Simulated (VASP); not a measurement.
Runs of VASP 6.6.1 on RbRu2. The structure is that of space group P-3m1 (No. 164), or close to it. The cells are those of the table. 

```csv
task,spin,cell,k mesh,cutoff (eV),gap on the mesh (eV),pressure (GPa),relaxed volume (Å³/atom),largest force (eV/Å)
relaxation of cell and atoms,off,"relaxed from a = 3.797, b = 3.797, c = 6.515 Å, angles 90.0, 90.0, 120.0°, 3 atoms",6 × 6 × 4,600,none,-0.1,(a),-
single point,off,"a = 3.800, b = 3.800, c = 6.553 Å, angles 90.0, 90.0, 120.0°, 3 atoms",6 × 6 × 4,520,none,0.2,-,0.06
single point,off,"a = 3.551, b = 3.551, c = 7.535 Å, angles 90.0, 90.0, 120.0°, 3 atoms",6 × 6 × 2,520,none,-13.8,-,2.88
single point,off,"a = 3.986, b = 3.986, c = 6.000 Å, angles 90.0, 90.0, 120.0°, 3 atoms",12 × 12 × 8,520,none,0.1,-,0.03
relaxation of cell and atoms,off,"relaxed from a = 3.551, b = 3.551, c = 7.535 Å, angles 90.0, 90.0, 120.0°, 3 atoms",6 × 6 × 2,600,none,0.1,19.53,0.01
single point,"collinear, ferromagnetic start","a = 3.800, b = 3.800, c = 6.553 Å, angles 90.0, 90.0, 120.0°, 3 atoms",6 × 6 × 4,520,none,0.3,-,(b)
single point,off,"a = 3.797, b = 3.797, c = 6.515 Å, angles 90.0, 90.0, 120.0°, 3 atoms",6 × 6 × 2,520,none,0.2,-,0.02
```

Alike in all rows: level PBE; potentials or basis VASP PAW PBE potentials, release 64 (Rb_sv, Ru_pv); smearing gaussian 0.1 eV.

Question: Estimate the missing entries.

Answer: (a) 27.36; (b) 0.05.

Caveats: some runs use coarse meshes; forces of over 1 eV/Å act on the atoms, so gaps and moduli don't describe the material at rest (some runs); the volume moved by over 15 % at a fixed basis, so the end points are rough (some runs).

A k mesh can miss the band edges, and the runs leave out spin-orbit coupling on Rb, Ru.

A gap of «none» marks levels without a gap at the run's occupations.
